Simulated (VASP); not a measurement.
# Cd (R-3m) in VASP: further runs

The runs below take Cd through single point, with PBE.

Everything below comes from runs of VASP 6.6.1. Logs are shortened: lines on timing, memory, paths and dates and some standing lists are left out, and cuts for length are marked.

### Step 1. The cell of the first run

The structure is trigonal, space group R-3m (No. 166). Conventional cell: a = 3.508 Å, b = 3.508 Å, c = 6.795 Å, α = 90.00°, β = 90.00°, γ = 120.00°. Cd (site symmetry -3m) has 12 Cd at 3.04 to 3.51 Å within 4.0 Å.

### Step 2. Single point, PBE (Hg replaced by Cd, lengths x 1.055, strained)

Contents of INCAR:

```
SYSTEM = Cd
PREC     = Accurate       ! precision mode
ENCUT    = 520            ! plane-wave cutoff, eV
EDIFF    = 1E-7           ! SCF threshold, eV
ISMEAR   = 0              ! smearing method
SIGMA    = 0.1            ! smearing width, eV
LREAL    = .False.        ! projectors in reciprocal space
LASPH    = .True.         ! aspherical terms in the spheres
NELM     = 100            ! most SCF steps
ALGO     = Fast           ! electronic algorithm
ISIF     = 2              ! what is computed and relaxed
LWAVE    = .False.        ! write WAVECAR
LCHARG   = .False.        ! write CHGCAR
GGA      = PE             ! functional
NBANDS   = 12             ! bands
```

Contents of KPOINTS:

```
Automatic mesh
0
Gamma
  15 15 15
  0 0 0
```

Contents of POSCAR:

```
Cd
1.0
    1.7541078544      1.0127346419      2.2651305869
   -1.7541078544      1.0127346419      2.2651305869
    0.0000000000     -2.0254692838      2.2651305869
Cd
1
Direct
    0.0000000000      0.0000000000      0.0000000000
```

Potentials or basis: VASP PAW PBE potentials, release 64 (Cd).

Launch:

```console
cat potpaw_PBE.64/Cd/POTCAR > POTCAR
mpirun -np 1 vasp_std > vasp.out
```

OUTCAR:

```text
SYSTEM = Cd
   PREC = Accurate
   ENCUT = 520
   EDIFF = 1E-7
   ISMEAR = 0
   LREAL = .False.
   LASPH = .True.
   NELM = 100
   ISIF = 2
   GGA = PE

 ion  position               nearest neighbor table
   1  0.000  0.000  0.000-

  LATTYP: Found a trigonal (rhomboedric) cell.
 ALAT       =     3.0386415378
 COS(alpha) =     0.3335253404

  Lattice vectors:

 A1 = (   1.7541078544,   1.0127346419,   2.2651305869)
 A2 = (  -1.7541078544,   1.0127346419,   2.2651305869)
 A3 = (   0.0000000000,  -2.0254692838,   2.2651305869)

Analysis of symmetry for initial positions (statically):
=====================================================================
 Subroutine PRICEL returns:
 Original cell was already a primitive cell.

 Routine SETGRP: Setting up the symmetry group for a
 trigonal (rhombohedral) supercell.

 Subroutine GETGRP returns: Found 12 space group operations
 (whereof 12 operations were pure point group operations)
 out of a pool of 12 trial point group operations.

The static configuration has the point symmetry D_3d.

Analysis of symmetry for dynamics (positions and initial velocities):
=====================================================================
 Subroutine PRICEL returns:
 Original cell was already a primitive cell.

 Routine SETGRP: Setting up the symmetry group for a
 trigonal (rhombohedral) supercell.

 Subroutine GETGRP returns: Found 12 space group operations
 (whereof 12 operations were pure point group operations)
 out of a pool of 12 trial point group operations.

The dynamic configuration has the point symmetry D_3d.

 Subroutine INISYM returns: Found 12 space group operations
 (whereof 12 operations are pure point group operations),
 and found     1 'primitive' translations

----------------------------------------------------------------------------------------

                                     Primitive cell

  volume of cell :      24.1433

  direct lattice vectors                    reciprocal lattice vectors
     1.754107854  1.012734642  2.265130587     0.285045186  0.164570915  0.147158550
    -1.754107854  1.012734642  2.265130587    -0.285045186  0.164570915  0.147158550
     0.000000000 -2.025469284  2.265130587     0.000000000 -0.329141830  0.147158550

  length of vectors
     3.038641538  3.038641538  3.038641538     0.360541236  0.360541236  0.360541236

  position of ions in fractional coordinates (direct lattice)
     0.000000000  0.000000000  0.000000000

  ion indices of the primitive-cell ions
   primitive index   ion index
                 1           1

----------------------------------------------------------------------------------------

 KPOINTS: Automatic mesh

Automatic generation of k-mesh.
 Grid dimensions read from file:
 generate k-points for:   15   15   15

 Generating k-lattice:

  Cartesian coordinates                     Fractional coordinates (reciprocal lattice)
     0.019003012  0.010971394  0.009810570     0.066666667 -0.000000000  0.000000000
    -0.019003012  0.010971394  0.009810570    -0.000000000  0.066666667  0.000000000
     0.000000000 -0.021942789  0.009810570     0.000000000  0.000000000  0.066666667

  Length of vectors
     0.024036082  0.024036082  0.024036082

  Shift w.r.t. Gamma in fractional coordinates (k-lattice)
     0.000000000  0.000000000  0.000000000

 Subroutine IBZKPT returns following result:
 ===========================================

 Found    344 irreducible k-points:

 Following reciprocal coordinates:
            Coordinates               Weight
  0.000000  0.000000  0.000000      1.000000
  0.066667  0.000000 -0.000000      6.000000
  0.133333 -0.000000  0.000000      6.000000
  0.200000 -0.000000  0.000000      6.000000
  0.266667 -0.000000  0.000000      6.000000
  0.333333 -0.000000  0.000000      6.000000
[... 16 lines left out ...]
  0.133333  0.133333  0.000000      6.000000
  0.200000  0.133333  0.000000     12.000000
 [... further k-points ...]
   k-points           NKPTS =    344   k-points in BZ     NKDIM =    344   number of bands    NBANDS=     12
   number of dos      NEDOS =    301   number of ions     NIONS =      1
   total plane-waves  NPLWV =  13824
   dimension x,y,z NGX =    24 NGY =   24 NGZ =   24
   dimension x,y,z NGXF=    48 NGYF=   48 NGZF=   48
   ions per type =               1
   NGX,Y,Z   is equivalent  to a cutoff of  13.13, 13.13, 13.13 a.u.
   NGXF,Y,Z  is equivalent  to a cutoff of  26.26, 26.26, 26.26 a.u.
 SYSTEM =  Cd
   PREC   = accura    normal or accurate (medium, high low for compatibility)
   ISTART =      0    job   : 0-new  1-cont  2-samecut
   ICHARG =      2    charge: 1-file 2-atom 10-const
   ISPIN  =      1    spin polarized calculation?
   LNONCOLLINEAR =      F non collinear calculations
   LSORBIT =      F    spin-orbit coupling
   LASPH  =      T    aspherical Exc in radial PAW
   ENCUT  =  520.0 eV  38.22 Ry    6.18 a.u.   5.65  5.65  5.65*2*pi/ulx,y,z
   NELM   =    100;   NELMIN=  2; NELMDL= -5     # of ELM steps
   EDIFF  = 0.1E-06   stopping-criterion for ELM
   LREAL  =      F    real-space projection
   EDIFFG = 0.1E-05   stopping-criterion for IOM
   NSW    =      0    number of steps for IOM
   IBRION =     -1    ionic relax: 0-MD 1-quasi-New 2-CG
   NFREE  =      0    steps in history (QN), initial steepest desc. (CG)
   ISIF   =      2    stress and relaxation
   ISYM   =      2    0-nonsym 1-usesym 2-fastsym
   POTIM  = 0.5000    time-step for ionic-motion
   TEBEG  =    0.0;   TEEND  =   0.0 temperature during run
   PSTRESS=    0.0 pullay stress
   NELECT =      12.0000    total number of electrons
   NUPDOWN=      -1.0000    fix difference up-down
   EMIN   =  10.00;   EMAX   =-10.00  energy-range for DOS
   EFERMI =   0.00;   METHOD = LEGACY
   ISMEAR =     0;   SIGMA  =   0.10  broadening in eV -4-tet -1-fermi 0-gaus
   EFERMI_NEDOS =   21; number of points for ismear=-14 and -15
   IALGO  =     68    algorithm
   IMIX   =      4    mixing-type and parameters
     AMIX     =   0.40;   BMIX     =  1.00
     AMIX_MAG =   1.60;   BMIX_MAG =  1.00
  volume/ion in A,a.u.               =      24.14       162.93
  Fermi-wavevector in a.u.,A,eV,Ry     =   1.296790  2.450578 22.880443  1.681665
  Thomas-Fermi vector in A             =   2.428224
   LORBIT       =      0    0 simple, 1 ext, 2 COOP (PROOUT), +10 PAW based schemes
   GGA     = PE    functional components
   LHFCALC =     F    Hartree Fock is set to
   AEXX    =    0.0000 exact exchange contribution
   IVDW    =     0    specifies the selected vdW correction
   LEPSILON=     F    determine dielectric tensor
   LRPA    =     F    only Hartree local field effects (RPA)
 non-spin polarized calculation
 RMM-DIIS sequential band-by-band and
 Gauss-broadening in eV      SIGMA  =   0.10
  energy-cutoff  :      520.00
  volume of cell :       24.14
 maximum number of plane-waves:       681
   NGX = 11   NGY = 11   NGZ = 11

 number of electron      11.9999998 magnetization

 Free energy of the ion-electron system (eV)
  ---------------------------------------------------
  ext. energy  EPLUGINS =         0.00000000
  ---------------------------------------------------
  free energy    TOTEN  =        -0.71972184 eV

  energy without entropy =       -0.71778520  energy(sigma->0) =       -0.71875352

 E-fermi :   2.0562     XC(G=0): -10.4340

 val. band max:        2.0478734969   @ k =  -0.4667  -0.4667   0.4000
 cond. band min:       2.0811115525   @ k =  -0.4000   0.4000   0.4000
 fundamental gap:      0.0332380556
 Fermi energy:         2.0561944023

 k-point     1 :       0.0000    0.0000    0.0000
  band No.  band energies     occupation
      1      -7.1358      2.00000
      2      -7.1358      2.00000
      3      -6.4561      2.00000
      4      -6.2960      2.00000
      5      -6.2960      2.00000
      6      -5.8857      2.00000
      7      14.0319      0.00000
      8      14.0319      0.00000
      9      14.0534      0.00000
     10      17.6017      0.00000
     11      17.6017      0.00000
     12      18.6502      0.00000

 k-point     2 :       0.0667    0.0000   -0.0000
  band No.  band energies     occupation
      1      -7.1317      2.00000
      2      -7.1183      2.00000
      3      -6.4506      2.00000
      4      -6.3028      2.00000
      5      -6.2983      2.00000
      6      -5.7940      2.00000
      7      12.7836      0.00000
      8      14.0182      0.00000
      9      14.0654      0.00000
     10      17.7566      0.00000
     11      18.1675      0.00000
     12      19.5204      0.00000

 k-point     3 :       0.1333   -0.0000    0.0000
  band No.  band energies     occupation
      1      -7.1220      2.00000
      2      -7.0841      2.00000
      3      -6.4314      2.00000
      4      -6.3199      2.00000
      5      -6.3044      2.00000
      6      -5.5051      2.00000
      7      10.6374      0.00000
      8      13.9881      0.00000
      9      14.1056      0.00000
     10      18.2020      0.00000
     11      18.5568      0.00000
     12      21.6494      0.00000
[... 286 lines left out ...]
 k-point    23 :       0.1333    0.1333    0.0000
  band No.  band energies     occupation
      1      -7.1211      2.00000
      2      -6.9565      2.00000
      3      -6.4585      2.00000
      4      -6.4049      2.00000
      5      -6.2869      2.00000
      6      -5.3266      2.00000
      7      11.6625      0.00000
      8      12.5884      0.00000
      9      13.2860      0.00000
     10      18.0672      0.00000
     11      19.1773      0.00000
     12      20.4207      0.00000

 k-point    24 :       0.2000    0.1333    0.0000
  band No.  band energies     occupation
      1      -7.1233      2.00000
      2      -6.8865      2.00000
      3      -6.5084      2.00000
      4      -6.3945      2.00000
      5      -6.2829      2.00000
      6      -4.9207      2.00000
      7       9.7987      0.00000
      8      13.0448      0.00000
      9      13.2530      0.00000
     10      16.5844      0.00000
     11      19.4450      0.00000
     12      20.2255      0.00000

 [... further k-points ...]

------------------------ aborting loop because EDIFF is reached ----------------------------------------

  FORCE on cell =-STRESS in cart. coord.  units (eV):
  Direction    XX          YY          ZZ          XY          YZ          ZX
  --------------------------------------------------------------------------------------
  -------------------------------------------------------------------------------------
  Total       -0.1700049     -0.1700049      0.3072035     -0.0000000      0.0000000      0.0000000
  in kB      -11.2817249    -11.2817249     20.3863860     -0.0000000      0.0000000      0.0000000
  external PRESSURE =      -0.7256879 kB  Pullay stress =       0.0000000 kB

 VOLUME and BASIS-vectors are now :
 -----------------------------------------------------------------------------
  energy-cutoff  :      520.00
  volume of cell :       24.14
      direct lattice vectors                 reciprocal lattice vectors
     1.754107854  1.012734642  2.265130587     0.285045186  0.164570915  0.147158550
    -1.754107854  1.012734642  2.265130587    -0.285045186  0.164570915  0.147158550
     0.000000000 -2.025469284  2.265130587     0.000000000 -0.329141830  0.147158550

 POSITION                                       TOTAL-FORCE (eV/Angst)
 -----------------------------------------------------------------------------------
      0.00000      0.00000      0.00000        -0.000000      0.000000      0.000000
 -----------------------------------------------------------------------------------
    total drift:                               -0.000000     -0.000000      0.000000

  FREE ENERGIE OF THE ION-ELECTRON SYSTEM (eV)
  ---------------------------------------------------
  free  energy   TOTEN  =        -0.7197218416 eV

  energy  without entropy=       -0.7177852025  energy(sigma->0) =       -0.71875352
```

Wall time 89 s (1 thread of Intel Xeon 8259CL, shared host); peak memory 0.21 GiB.

Results:

```
Free energy            : -0.7197 eV
Pressure               : -0.1 GPa
Band gap on the k mesh : zero (bands 6 and 7 overlap by 3.27 eV)
```

Stress tensor (GPa, compression positive):
```
-1.13  0.00  0.00
 0.00 -1.13  0.00
 0.00  0.00  2.04
```

Levels at points of the mesh, in eV from the Fermi level:
```tsv
k point	band 2	band 3	band 4	band 5	band 6	band 7	band 8	band 9	band 10	band 11
(0.00, 0.00, 0.00)	-9.19	-8.51	-8.35	-8.35	-7.94	11.98	11.98	12.00	15.55	15.55
```

Caveat: the cell differs from its parent crystal (Hg replaced by Cd, lengths x 1.055, strained).

### Step 3. Single point, PBE (Hg replaced by Cd, lengths x 1.055, strained)

Contents of INCAR:

```
ALGO = Normal ; EDIFF = 1E-6
ENCUT = 520 ; GGA = PE
ISIF = 2 ; ISMEAR = 0
LASPH = T ; LCHARG = F
LREAL = F ; LWAVE = F
NBANDS = 12 ; NELM = 80
PREC = Accurate ; SIGMA = 0.1
```

Contents of KPOINTS:

```
k-points
0
Gamma
  15 15 15
```

Contents of POSCAR:

```
Cd
1.0
    1.8786207053      1.0846221700      2.4259176596
   -1.8786207053      1.0846221700      2.4259176596
    0.0000000000     -2.1692443398      2.4259176596
Cd
1
Direct
    0.0000000000      0.0000000000      0.0000000000
```

Potentials or basis: VASP PAW PBE potentials, release 64 (Cd).

Launch:

```console
cat potpaw_PBE.64/Cd/POTCAR > POTCAR
mpirun -np 1 vasp_std > vasp.out
```

Run time: 76 s. Hardware: 1 thread of Intel Xeon 8259CL, shared host; peak memory 0.23 GiB.

It converged, with:

* Free energy: -0.6244 eV
* Pressure: -4.2 GPa
* Band gap on the k mesh: zero (bands 6 and 7 overlap by 2.43 eV)

Stress tensor (GPa, compression positive):
```
-4.05  0.00  0.00
 0.00 -4.05  0.00
 0.00  0.00 -4.53
```

Levels at points of the mesh, in eV from the Fermi level:
```csv
k point,band 3,band 4,band 5,band 6,band 7,band 8,band 9,band 10
"(0.00, 0.00, 0.00)",-8.30,-8.23,-8.23,-6.79,10.31,10.31,10.89,13.64
```

Caveat: the cell differs from its parent crystal (Hg replaced by Cd, lengths x 1.055, strained); the cell stands under tension.

The gap in the log of VASP goes by the Fermi energy; the results here count the filled bands.